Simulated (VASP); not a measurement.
# Al2Pt (Fm-3m) in VASP: further runs

The runs below take Al2Pt through single point, relaxation of cell and atoms, with PBE+D3(BJ).

Program: VASP 6.6.1. These are calculated values, not measurements. Logs are shortened: lines on timing, memory, paths and dates and some standing lists are left out, and cuts for length are marked.

## Step 1: The cell of the first run

The structure is cubic, space group Fm-3m (No. 225). Conventional cell: a = 5.885 Å, b = 5.885 Å, c = 5.885 Å, α = 90.00°, β = 90.00°, γ = 90.00°. Al (site symmetry -43m) has 4 Pt at 2.55 Å and 6 Al at 2.94 Å within 3.4 Å. Within 3.4 Å of Pt (site symmetry m-3m) lie 8 Al at 2.55 Å.

## Step 2: Single point, PBE+D3(BJ)

INCAR

```
PREC = Accurate ; ENCUT = 500
EDIFF = 1E-6 ; ISMEAR = 0
SIGMA = 0.1 ; LREAL = F
LASPH = T ; NELM = 120
ALGO = Normal ; ISIF = 2
LWAVE = F ; LCHARG = F
GGA = PE ; IVDW = 12
NBANDS = 15 ; GGA_COMPAT = F
```

KPOINTS

```
Automatic mesh
0
Gamma
  12 12 12
```

POSCAR

```
Al2Pt
1.0
    0.0000000000      2.9424868144      2.9424868144
    2.9424868144      0.0000000000      2.9424868144
    2.9424868144      2.9424868144      0.0000000000
Al Pt
2 1
Direct
    0.2500000000      0.2500000000      0.2500000000
    0.7500000000      0.7500000000      0.7500000000
    0.0000000000      0.0000000000      0.0000000000
```

Potentials or basis: VASP PAW PBE potentials, release 64 (Al, Pt).

Run with:

```console
$ cat potpaw_PBE.64/Al/POTCAR potpaw_PBE.64/Pt/POTCAR > POTCAR
$ mpirun -np 1 vasp_std > vasp.out
```

OUTCAR:

```text
PREC = Accurate
   ENCUT = 500
   EDIFF = 1E-6
   ISMEAR = 0
   LREAL = F
   LASPH = T
   NELM = 120
   ISIF = 2
   GGA = PE
   IVDW = 12
 IVDW          = 12

 ion  position               nearest neighbor table
   1  0.250  0.250  0.250-   3 2.55   3 2.55   3 2.55   3 2.55   2 2.94   2 2.94   2 2.94   2 2.94
                             2 2.94   2 2.94
   2  0.750  0.750  0.750-   3 2.55   3 2.55   3 2.55   3 2.55   1 2.94   1 2.94   1 2.94   1 2.94
                             1 2.94   1 2.94
   3  0.000  0.000  0.000-   2 2.55   2 2.55   2 2.55   1 2.55   2 2.55   1 2.55   1 2.55   1 2.55

  LATTYP: Found a face centered cubic cell.
 ALAT       =     5.8849736288

  Lattice vectors:

 A1 = (   0.0000000000,   2.9424868144,   2.9424868144)
 A2 = (   2.9424868144,   0.0000000000,   2.9424868144)
 A3 = (   2.9424868144,   2.9424868144,   0.0000000000)

Analysis of symmetry for initial positions (statically):
=====================================================================
 Subroutine PRICEL returns:
 Original cell was already a primitive cell.

 Routine SETGRP: Setting up the symmetry group for a
 face centered cubic supercell.

 Subroutine GETGRP returns: Found 48 space group operations
 (whereof 48 operations were pure point group operations)
 out of a pool of 48 trial point group operations.

The static configuration has the point symmetry O_h .

Analysis of symmetry for dynamics (positions and initial velocities):
=====================================================================
 Subroutine PRICEL returns:
 Original cell was already a primitive cell.

 Routine SETGRP: Setting up the symmetry group for a
 face centered cubic supercell.

 Subroutine GETGRP returns: Found 48 space group operations
 (whereof 48 operations were pure point group operations)
 out of a pool of 48 trial point group operations.

The dynamic configuration has the point symmetry O_h .

 Subroutine INISYM returns: Found 48 space group operations
 (whereof 48 operations are pure point group operations),
 and found     1 'primitive' translations

----------------------------------------------------------------------------------------

                                     Primitive cell

  volume of cell :      50.9534

  direct lattice vectors                    reciprocal lattice vectors
     0.000000000  2.942486814  2.942486814    -0.169924296  0.169924296  0.169924296
     2.942486814  0.000000000  2.942486814     0.169924296 -0.169924296  0.169924296
     2.942486814  2.942486814  0.000000000     0.169924296  0.169924296 -0.169924296

  length of vectors
     4.161304760  4.161304760  4.161304760     0.294317514  0.294317514  0.294317514

[... 97 lines left out ...]
   ISMEAR =     0;   SIGMA  =   0.10  broadening in eV -4-tet -1-fermi 0-gaus
   EFERMI_NEDOS =   21; number of points for ismear=-14 and -15
   IALGO  =     38    algorithm
   IMIX   =      4    mixing-type and parameters
     AMIX     =   0.40;   BMIX     =  1.00
     AMIX_MAG =   1.60;   BMIX_MAG =  1.00
  volume/ion in A,a.u.               =      16.98       114.62
  Fermi-wavevector in a.u.,A,eV,Ry     =   1.112731  2.102757 16.846338  1.238171
  Thomas-Fermi vector in A             =   2.249309
   LORBIT       =      0    0 simple, 1 ext, 2 COOP (PROOUT), +10 PAW based schemes
   GGA     = PE    functional components
   LHFCALC =     F    Hartree Fock is set to
   AEXX    =    0.0000 exact exchange contribution
   IVDW    =    12    specifies the selected vdW correction
   LEPSILON=     F    determine dielectric tensor
   LRPA    =     F    only Hartree local field effects (RPA)
 non-spin polarized calculation
 Gauss-broadening in eV      SIGMA  =   0.10
  energy-cutoff  :      500.00
  volume of cell :       50.95
 maximum number of plane-waves:      1308
   NGX = 15   NGY = 15   NGZ = 15

 number of electron      16.0000001 magnetization

 Free energy of the ion-electron system (eV)
  ---------------------------------------------------
  ext. energy  EPLUGINS =         0.00000000
  ---------------------------------------------------
  free energy    TOTEN  =       -16.23619192 eV

  energy without entropy =      -16.23047127  energy(sigma->0) =      -16.23333159

 E-fermi :   8.0796     XC(G=0): -10.7568

 val. band max:        8.0712334523   @ k =   0.2500   0.2500   0.0000
 cond. band min:       8.1024171921   @ k =  -0.4167   0.2500   0.0000
 fundamental gap:      0.0311837398
 Fermi energy:         8.0796033875

 k-point     1 :       0.0000    0.0000    0.0000
  band No.  band energies     occupation
      1      -2.2673      2.00000
      2       2.9298      2.00000
      3       2.9298      2.00000
      4       2.9298      2.00000
      5       4.3003      2.00000
      6       4.3003      2.00000
      7      11.1062      0.00000
      8      11.8838      0.00000
      9      11.8838      0.00000
     10      11.8838      0.00000
     11      13.5338      0.00000
     12      13.5338      0.00000
     13      13.5338      0.00000
     14      14.4354      0.00000
[... 401 lines left out ...]
      2       1.9378      2.00000
      3       3.1443      2.00000
      4       3.4646      2.00000
      5       4.0765      2.00000
      6       4.4007      2.00000
      7       4.7907      2.00000
      8       7.5653      2.00000
      9       8.7099      0.00000
     10      11.6009      0.00000
     11      13.7378      0.00000
     12      14.1502      0.00000
     13      15.0450      0.00000
     14      16.9576      0.00000
     15      17.2839      0.00000

 [... further k-points ...]

------------------------ aborting loop because EDIFF is reached ----------------------------------------

 Edisp (eV)   -1.30081

 E8    (eV) :    -0.5918

  FORCE on cell =-STRESS in cart. coord.  units (eV):
  Direction    XX          YY          ZZ          XY          YZ          ZX
  --------------------------------------------------------------------------------------
  -------------------------------------------------------------------------------------
  Total      -0.05246    -0.05246    -0.05246    -0.00000    -0.00000     0.00000
  in kB      -1.64964    -1.64964    -1.64964    -0.00000    -0.00000     0.00000
  external pressure =       -1.65 kB  Pullay stress =        0.00 kB

 VOLUME and BASIS-vectors are now :
 -----------------------------------------------------------------------------
  energy-cutoff  :      500.00
  volume of cell :       50.95
      direct lattice vectors                 reciprocal lattice vectors
     0.000000000  2.942486814  2.942486814    -0.169924296  0.169924296  0.169924296
     2.942486814  0.000000000  2.942486814     0.169924296 -0.169924296  0.169924296
     2.942486814  2.942486814  0.000000000     0.169924296  0.169924296 -0.169924296

 POSITION                                       TOTAL-FORCE (eV/Angst)
 -----------------------------------------------------------------------------------
      1.47124      1.47124      1.47124         0.000000      0.000000     -0.000000
      4.41373      4.41373      4.41373        -0.000000      0.000000     -0.000000
      0.00000      0.00000      0.00000         0.000000     -0.000000      0.000000
 -----------------------------------------------------------------------------------
    total drift:                                0.000000     -0.000000     -0.000000

  FREE ENERGIE OF THE ION-ELECTRON SYSTEM (eV)
  ---------------------------------------------------
  free  energy   TOTEN  =       -17.5369985916 eV

  energy  without entropy=      -17.5312779450  energy(sigma->0) =      -17.53413827
```

OSZICAR:

```text
N       E                     dE             d eps       ncg     rms          rms(c)
DAV:   1     0.467504261959E+02    0.46750E+02   -0.64925E+03  2184   0.881E+02
DAV:   2    -0.153407826908E+02   -0.62091E+02   -0.55006E+02  2629   0.163E+02
DAV:   3    -0.168017562867E+02   -0.14610E+01   -0.14533E+01  2847   0.238E+01
DAV:   4    -0.168133046585E+02   -0.11548E-01   -0.11547E-01  2594   0.250E+00
DAV:   5    -0.168135161867E+02   -0.21153E-03   -0.21153E-03  2875   0.350E-01    0.875E+00
DAV:   6    -0.163444282284E+02    0.46909E+00   -0.19005E+00  2531   0.125E+01    0.227E+00
DAV:   7    -0.162658159286E+02    0.78612E-01   -0.13950E-01  2482   0.352E+00    0.168E+00
DAV:   8    -0.162359775330E+02    0.29838E-01   -0.28058E-02  2546   0.141E+00    0.248E-01
DAV:   9    -0.162360443922E+02   -0.66859E-04   -0.12961E-03  2757   0.303E-01    0.159E-01
DAV:  10    -0.162361917981E+02   -0.14741E-03   -0.25005E-04  2412   0.110E-01    0.158E-02
DAV:  11    -0.162361902305E+02    0.15676E-05   -0.11031E-05  2846   0.316E-02    0.751E-03
DAV:  12    -0.162361919659E+02   -0.17354E-05   -0.43392E-06  2335   0.128E-02    0.172E-03
DAV:  13    -0.162361919172E+02    0.48671E-07   -0.19357E-07  1682   0.416E-03
   1 F= -.17536999E+02 E0= -.17534138E+02  d E =-.572065E-02
```

It took 86 s on 1 thread of Intel Xeon 8259CL, shared host; peak memory 0.21 GiB.

What came out:

* Free energy: -17.5370 eV
* Pressure: -0.2 GPa
* Band gap on the k mesh: zero (bands 8 and 9 overlap by 5.46 eV)
* Dispersion energy per atom: -0.434 eV

Caveat: spin-orbit coupling is left out, which moves the levels of the heavy elements.

## Step 3: Relaxation of cell and atoms, PBE+D3(BJ)

This run uses another cell than the first one, of 17.52 Å³/atom.

INCAR

```
SYSTEM = Al2Pt
PREC = Accurate ; ENCUT = 500
EDIFF = 1E-7 ; ISMEAR = 0
SIGMA = 0.1 ; LREAL = .False.
LASPH = .True. ; NELM = 120
ALGO = Normal ; ISIF = 3
LWAVE = .False. ; LCHARG = .False.
GGA = PE ; IVDW = 12
IBRION = 2 ; NSW = 70
EDIFFG = -0.005 ; GGA_COMPAT = .False.
NELMIN = 4
```

KPOINTS

```
regular mesh
0
Gamma
  12 12 12
  0 0 0
```

POSCAR

```
Al2Pt
1.0
    0.0000000000      2.9732040976      2.9732040976
    2.9732040976      0.0000000000      2.9732040976
    2.9732040976      2.9732040976      0.0000000000
Al Pt
2 1
Direct
    0.2500000000      0.2500000000      0.2500000000
    0.7500000000      0.7500000000      0.7500000000
    0.0000000000      0.0000000000      0.0000000000
```

Potentials or basis: VASP PAW PBE potentials, release 64 (Al, Pt).

Run with:

```console
$ cat potpaw_PBE.64/Al/POTCAR potpaw_PBE.64/Pt/POTCAR > POTCAR
$ mpirun -np 1 vasp_std > vasp.out
```

It took 2.8 min on 1 thread of Intel Xeon 8259CL, shared host; peak memory 0.23 GiB.

It converged, with:

- Free energy: -17.5375 eV
- Relaxed volume: 16.97 Å³/atom
- Relaxed cell: a = 4.160 Å, b = 4.160 Å, c = 4.160 Å, α = 60.00°, β = 60.00°, γ = 60.00°
- Space group after relaxing (to 0.1 Å): Fm-3m (No. 225)
- Energy gained by relaxing: 7.6 meV/atom
- Ionic steps: 3
- Pressure after relaxing: 0.0 GPa
- Band gap on the k mesh: zero (bands 8 and 9 overlap by 5.46 eV)
- Dispersion energy per atom: -0.434 eV

Step by step:
| step | energy change (eV) | largest force (eV/Å) | pressure (GPa) | volume (Å³) |
| --- | --- | --- | --- | --- |
| 1 | 0.0000 | 0.0000 | -4.23 | 52.57 |
| 2 | 0.0059 | 0.0000 | 5.39 | 49.12 |
| 3 | -0.0229 | 0.0000 | -0.02 | 50.90 |

Final structure:
```yaml
crystal:
  lattice:
    - [0.00000, 2.94146, 2.94146]
    - [2.94146, 0.00000, 2.94146]
    - [2.94146, 2.94146, 0.00000]
  atoms:
    - { symbol: Al, position: [0.25000, 0.25000, 0.25000] }
    - { symbol: Al, position: [0.75000, 0.75000, 0.75000] }
    - { symbol: Pt, position: [0.00000, 0.00000, 0.00000] }
```

Levels at points of the mesh, in eV from the Fermi level:
| k point | band 6 | band 7 | band 8 | band 9 | band 10 | band 11 |
| --- | --- | --- | --- | --- | --- | --- |
| (0.00, 0.00, 0.00) | -3.78 | 3.03 | 3.81 | 3.81 | 3.81 | 5.46 |
| (0.50, 0.00, 0.00) | -3.55 | -3.55 | 0.99 | 0.99 | 3.77 | 5.19 |
| (0.50, 0.50, 0.00) | -3.49 | -3.27 | -1.66 | -1.66 | 3.21 | 3.38 |

Caveat: spin-orbit coupling is left out, which moves the levels of the heavy elements.
